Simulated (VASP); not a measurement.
# Au in VASP: further runs

Au is run at these levels: PBEsol; tasks: single point.

All numbers are computed with VASP 6.6.1; they aren't measurements. Logs are shortened: lines on timing, memory, paths and dates and some standing lists are left out, and cuts for length are marked.

## Step 1: The cell of the first run

The cell holds a wire with vacuum, 2 atoms: a = 10.200 Å, b = 9.300 Å, c = 4.608 Å, α = 90.00°, β = 90.00°, γ = 90.00°.

## Step 2: Single point, PBEsol, collinear spin, ferromagnetic start

The input, INCAR:

```
SYSTEM = Au
PREC = Accurate
ENCUT = 520
EDIFF = 1E-6
ISMEAR = 0
SIGMA = 0.05
LREAL = .False.
LASPH = .True.
NELM = 150
ALGO = Normal
ISIF = 2
LWAVE = .False.
LCHARG = .False.
ISPIN = 2
MAGMOM = 0.5 0.5
LORBIT = 11
LMAXMIX = 4
GGA = PS
NBANDS = 22
```

The input, KPOINTS:

```
Automatic mesh
0
Gamma
  1 1 14
  0 0 0
```

The input, POSCAR:

```
Au
1.0
   10.2000000000      0.0000000000      0.0000000000
    0.0000000000      9.3000000000      0.0000000000
    0.0000000000      0.0000000000      4.6076809530
Au
2
Direct
    0.4521981845      0.5000000000      0.0000000000
    0.5478018155      0.5000000000      0.5000000000
```

Potentials or basis: VASP PAW PBE potentials, release 64 (Au).

On the command line:

```bash
$ cat potpaw_PBE.64/Au/POTCAR > POTCAR
$ mpirun -np 1 vasp_std > vasp.out
```

OUTCAR:

```text
SYSTEM = Au
   PREC = Accurate
   ENCUT = 520
   EDIFF = 1E-6
   ISMEAR = 0
   LREAL = .False.
   LASPH = .True.
   NELM = 150
   ISIF = 2
   ISPIN = 2
   LORBIT = 11
   GGA = PS

 ion  position               nearest neighbor table
   1  0.452  0.500  0.000-   2 2.50   2 2.50
   2  0.548  0.500  0.500-   1 2.50   1 2.50

  LATTYP: Found a simple orthorhombic cell.
 ALAT       =     4.6076809530
 B/A-ratio  =     2.0183689137
 C/A-ratio  =     2.2136949377

  Lattice vectors:

 A1 = (   0.0000000000,   0.0000000000,  -4.6076809530)
 A2 = (   0.0000000000,   9.3000000000,   0.0000000000)
 A3 = (  10.2000000000,   0.0000000000,   0.0000000000)

Analysis of symmetry for initial positions (statically):
=====================================================================
 Subroutine PRICEL returns:
 Original cell was already a primitive cell.

 Routine SETGRP: Setting up the symmetry group for a
 simple orthorhombic supercell.

 Subroutine GETGRP returns: Found  8 space group operations
 (whereof  4 operations were pure point group operations)
 out of a pool of  8 trial point group operations.

The static configuration has the point symmetry C_2v.
 The point group associated with its full space group is D_2h.

Analysis of symmetry for dynamics (positions and initial velocities):
=====================================================================
 Subroutine PRICEL returns:
 Original cell was already a primitive cell.

 Routine SETGRP: Setting up the symmetry group for a
 simple orthorhombic supercell.

 Subroutine GETGRP returns: Found  8 space group operations
 (whereof  4 operations were pure point group operations)
 out of a pool of  8 trial point group operations.

The dynamic configuration has the point symmetry C_2v.
 The point group associated with its full space group is D_2h.

Analysis of structural, dynamic, and magnetic symmetry:
=====================================================================
 Subroutine PRICEL returns:
 Original cell was already a primitive cell.

 Routine SETGRP: Setting up the symmetry group for a
 simple orthorhombic supercell.

 Subroutine GETGRP returns: Found  8 space group operations
 (whereof  4 operations were pure point group operations)
 out of a pool of  8 trial point group operations.

The overall configuration has the point symmetry C_2v.
 The point group associated with its full space group is D_2h.

 Subroutine INISYM returns: Found  8 space group operations
[... 102 lines left out ...]
  Fermi-wavevector in a.u.,A,eV,Ry     =   0.604450  1.142245  4.971026  0.365360
  Thomas-Fermi vector in A             =   1.657808
   LORBIT       =     11    0 simple, 1 ext, 2 COOP (PROOUT), +10 PAW based schemes
   GGA     = PS    functional components
   LHFCALC =     F    Hartree Fock is set to
   AEXX    =    0.0000 exact exchange contribution
   IVDW    =     0    specifies the selected vdW correction
   LEPSILON=     F    determine dielectric tensor
   LRPA    =     F    only Hartree local field effects (RPA)
 spin polarized calculation
 Gauss-broadening in eV      SIGMA  =   0.05
  energy-cutoff  :      520.00
  volume of cell :      437.08
 maximum number of plane-waves:     11799
 NGX is ok and might be reduce to    80
   NGX = 37   NGY = 35   NGZ = 17

 number of electron      22.0000003 magnetization       0.0026690

 number of electron      22.0000003 magnetization      -0.0000333

 Free energy of the ion-electron system (eV)
  ---------------------------------------------------
  ext. energy  EPLUGINS =         0.00000000
  ---------------------------------------------------
  free energy    TOTEN  =        -4.45918037 eV

  energy without entropy =       -4.45515044  energy(sigma->0) =       -4.45716540

 E-fermi :  -4.7347     XC(G=0):  -2.1420

 val. band max:       -4.7346699982   @ k =   0.0000   0.0000   0.5000
 cond. band min:      -4.7346565101   @ k =   0.0000   0.0000   0.5000
 fundamental gap:      0.0000134881
 Fermi energy:        -4.7346632542

 spin component 1

 k-point     1 :       0.0000    0.0000    0.0000
  band No.  band energies     occupation
      1      -9.6972      1.00000
      2      -8.0891      1.00000
      3      -7.5433      1.00000
      4      -7.3423      1.00000
      5      -7.0449      1.00000
      6      -6.6279      1.00000
[... 189 lines left out ...]
     21       4.3145      0.00000
     22       4.3145      0.00000
 Fermi energy:        -4.7346632542

 spin component 2

 k-point     1 :       0.0000    0.0000    0.0000
  band No.  band energies     occupation
      1      -9.6972      1.00000
      2      -8.0891      1.00000
      3      -7.5434      1.00000
      4      -7.3424      1.00000
      5      -7.0449      1.00000
      6      -6.6279      1.00000
[... 189 lines left out ...]
     21       4.3145      0.00000
     22       4.3145      0.00000

------------------------ aborting loop because EDIFF is reached ----------------------------------------

  FORCE on cell =-STRESS in cart. coord.  units (eV):
  Direction    XX          YY          ZZ          XY          YZ          ZX
  --------------------------------------------------------------------------------------
  -------------------------------------------------------------------------------------
  Total       -0.0228411     -0.0398208     -0.0501703      0.0000000      0.0000000      0.0000000
  in kB       -0.0837265     -0.1459671     -0.1839043      0.0000000      0.0000000      0.0000000
  external PRESSURE =      -0.1378660 kB  Pullay stress =       0.0000000 kB

 VOLUME and BASIS-vectors are now :
 -----------------------------------------------------------------------------
  energy-cutoff  :      520.00
  volume of cell :      437.08
      direct lattice vectors                 reciprocal lattice vectors
    10.200000000  0.000000000  0.000000000     0.098039216  0.000000000  0.000000000
     0.000000000  9.300000000  0.000000000     0.000000000  0.107526882  0.000000000
     0.000000000  0.000000000  4.607680953     0.000000000  0.000000000  0.217028915

 POSITION                                       TOTAL-FORCE (eV/Angst)
 -----------------------------------------------------------------------------------
      4.61242      4.65000      0.00000        -0.008616      0.000000      0.000000
      5.58758      4.65000      2.30384         0.008616      0.000000      0.000000
 -----------------------------------------------------------------------------------
    total drift:                                0.000000      0.000000     -0.000000

  FREE ENERGIE OF THE ION-ELECTRON SYSTEM (eV)
  ---------------------------------------------------
  free  energy   TOTEN  =        -4.4591803669 eV

  energy  without entropy=       -4.4551504413  energy(sigma->0) =       -4.45716540

 total charge

# of ion       s       p       d       tot
------------------------------------------
    1        0.671   0.135   8.818   9.624
    2        0.671   0.135   8.818   9.624
--------------------------------------------------
tot          1.342   0.270  17.637  19.249

 magnetization (x)

# of ion       s       p       d       tot
------------------------------------------
    1       -0.000  -0.000  -0.000  -0.000
    2       -0.000  -0.000  -0.000  -0.000
--------------------------------------------------
tot         -0.000  -0.000  -0.000  -0.000
```

stdout:

```text
POSCAR found type information on POSCAR Au
 POSCAR found :  1 types and       2 ions
 scaLAPACK will be used
 -----------------------------------------------------------------------------
|                                                                             |
|                                                                             |
|     You enforced a specific xc type in the INCAR file but a different       |
|     I HOPE YOU KNOW WHAT YOU ARE DOING!                                     |
|                                                                             |
 -----------------------------------------------------------------------------

 LDA part: xc-table for (Slater+PW92), standard interpolation
 POSCAR, INCAR and KPOINTS ok, starting setup
 FFT: planning ... GRIDC
 FFT: planning ... GRID_SOFT
 FFT: planning ... GRID
 WAVECAR not read
 entering main loop
```

Run time: 1.8 min. Hardware: 1 thread of Intel Xeon 6975P-C (Granite Rapids), shared host; peak memory 0.66 GiB.

Results:

```yaml
Free_energy: -4.4592 eV
Largest_force: 0.009 eV/Å
Band_gap_on_the_k_mesh: zero (filled and empty bands touch)
Net_moment: 0.00 μB per cell
Valence_electrons_inside_the_program's_atomic_spheres: Au 9.62
```

Forces in eV/Å, atoms in the order of the input:
```
Au  -0.009  0.000  0.000
Au   0.009  0.000  0.000
```

Levels at points of the mesh, in eV from the Fermi level:
Spin up:
```csv
k point,band 9,band 10,band 11,band 12,band 13,band 14
"(0.00, 0.00, 0.00)",-1.55,-1.09,-0.67,2.46,3.62,5.32
"(0.00, 0.00, 0.50)",-1.03,-1.03,0.00,0.00,5.08,5.08
```
Spin down:
```tsv
k point	band 7	band 8	band 9	band 10	band 11	band 12	band 13	band 14	band 15	band 16
(0.00, 0.00, 0.00)	-1.88	-1.83	-1.55	-1.09	-0.67	2.46	3.62	5.32	5.71	6.33
(0.00, 0.00, 0.50)	-1.28	-1.28	-1.03	-1.03	0.00	0.00	5.08	5.08	5.97	5.97
```

Caveat: the PAW data sets were made with another functional, which shifts forces and pressure a little; spin-orbit coupling is left out, which moves the levels of the heavy elements.

## Step 3: Single point, PBEsol, collinear spin, ferromagnetic start

This run uses another cell than the first one, of 221.88 Å³/atom, 1.015 times its volume.

The input, INCAR:

```
SYSTEM = Au
PREC = Accurate ; ENCUT = 520
EDIFF = 1E-6 ; ISMEAR = 0
SIGMA = 0.05 ; LREAL = .False.
LASPH = .True. ; NELM = 150
ALGO = Normal ; ISIF = 2
LWAVE = .False. ; LCHARG = .False.
ISPIN = 2 ; MAGMOM = 0.5 0.5
LORBIT = 11 ; LMAXMIX = 4
GGA = PS ; NBANDS = 22
```

KPOINTS is that of step 2.

The input, POSCAR:

```
Au
1.0
   10.2000000000      0.0000000000      0.0000000000
    0.0000000000      9.3000000000      0.0000000000
    0.0000000000      0.0000000000      4.6779576617
Au
2
Direct
    0.4426720875      0.5000000000      0.0000000000
    0.5573279125      0.5000000000      0.5000000000
```

Potentials or basis: VASP PAW PBE potentials, release 64 (Au).

On the command line:

```bash
$ cat potpaw_PBE.64/Au/POTCAR > POTCAR
$ mpirun -np 1 vasp_std > vasp.out
```

Wall time 1.8 min (1 thread of Intel Xeon 6975P-C (Granite Rapids), shared host); peak memory 0.66 GiB.

The run converged. Its results:

```yaml
Free_energy: -4.3354 eV
Largest_force: 0.920 eV/Å
Band_gap_on_the_k_mesh: zero (filled and empty bands touch)
Net_moment: 0.00 μB per cell
Valence_electrons_inside_the_program's_atomic_spheres: Au 9.56
```

Forces in eV/Å, atoms in the order of the input:
```
Au   0.920  0.000  0.000
Au  -0.920  0.000  0.000
```

Levels at points of the mesh, in eV from the Fermi level:
Spin up:
| k point | band 8 | band 9 | band 10 | band 11 | band 12 | band 13 | band 14 | band 15 |
| --- | --- | --- | --- | --- | --- | --- | --- | --- |
| (0.00, 0.00, 0.00) | -1.74 | -1.37 | -1.19 | -0.91 | 2.13 | 3.63 | 5.13 | 5.64 |
| (0.00, 0.00, 0.50) | -1.26 | -1.14 | -1.14 | 0.00 | 0.00 | 4.72 | 4.72 | 5.79 |
Spin down:
```csv
k point,band 8,band 9,band 10,band 11,band 12,band 13,band 14,band 15
"(0.00, 0.00, 0.00)",-1.74,-1.37,-1.19,-0.91,2.13,3.63,5.14,5.64
"(0.00, 0.00, 0.50)",-1.26,-1.14,-1.14,0.00,0.00,4.72,4.72,5.79
```

Caveat: the PAW data sets were made with another functional, which shifts forces and pressure a little; spin-orbit coupling is left out, which moves the levels of the heavy elements.
